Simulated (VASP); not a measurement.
CO2: single point with PBE

System: CO2, in a box.

```
CELL_PARAMETERS angstrom
12.00000 0.00000 0.00000
0.00000 12.50000 0.00000
0.00000 0.00000 13.00000
ATOMIC_POSITIONS crystal
C 0.50000 0.50000 0.50000
O 0.50000 0.50000 0.59005
O 0.50000 0.50000 0.40995
```

| Property | Result |
| --- | --- |
| Program | VASP 6.6.1 |
| Task | single point |
| Functional | PBE |
| Potentials or basis | VASP PAW PBE potentials, release 64 (C_h, O_h) |
| Cutoff | 1000 eV |
| k mesh | 1 × 1 × 1 |
| Occupations | gaussian, width 0.01 eV |
| Spin | no spin polarisation |

```yaml
Largest_force: 0.009 eV/Å
Gap_between_the_frontier_levels: 8.07 eV
```

Forces on the atoms (eV/Å):
```
C    0.000  0.000  0.000
O    0.000  0.000  0.009
O    0.000  0.000 -0.009
```

Levels at points of the mesh, in eV from the valence-band top:
| k point | band 6 | band 7 | band 8 | band 9 | band 10 | band 11 |
| --- | --- | --- | --- | --- | --- | --- |
| (0.00, 0.00, 0.00) | -3.60 | 0.00 | 0.00 | 8.07 | 8.59 | 8.59 |

Wall time 6.1 min on 1 thread of Intel(R) Xeon(R) Platinum 8488C (Sapphire Rapids), with other jobs on the host, peak memory 3.2 GiB.
